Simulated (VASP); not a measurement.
A run of VASP 6.6.1 is set up as follows.

INCAR

```
  ALGO = Normal
  EDIFF = 1E-6
  ENCUT = 520
  GGA = PE
  ISIF = 2
  ISMEAR = 0
  LASPH = True
  LCHARG = True
  LELF = True
  LREAL = False
  LVHAR = True
  LWAVE = False
  NBANDS = 19
  NELM = 80
  PREC = Accurate
  SIGMA = 0.1
```

File KPOINTS:

```
k-points
0
Gamma
  6 6 6
```

File POSCAR:

```
Os
1.0
    3.6295713900      0.0000000000      0.0000000000
    0.0000000000      3.6295713900      0.0000000000
    0.0000000000      0.0000000000      3.6295713900
Os
3
Direct
    0.5000000000      0.0000000000      0.0000000000
    0.0000000000      0.5000000000      0.0000000000
    0.0000000000      0.0000000000      0.5000000000
```

Potentials or basis: VASP PAW PBE potentials, release 64 (Os).

Run with:

```sh
$ cat potpaw_PBE.64/Os/POTCAR > POTCAR
$ mpirun -np 1 vasp_std > vasp.out
```

(1) Predict the pressure.

(2) Predict the band gap on the k mesh.

Results:

(1) 24.1 GPa.

(2) zero (band 12 reaches 9.50 eV, above the bottom of band 13 at 6.59 eV).

Caveat: spin-orbit coupling is left out, which moves the levels of the heavy elements.
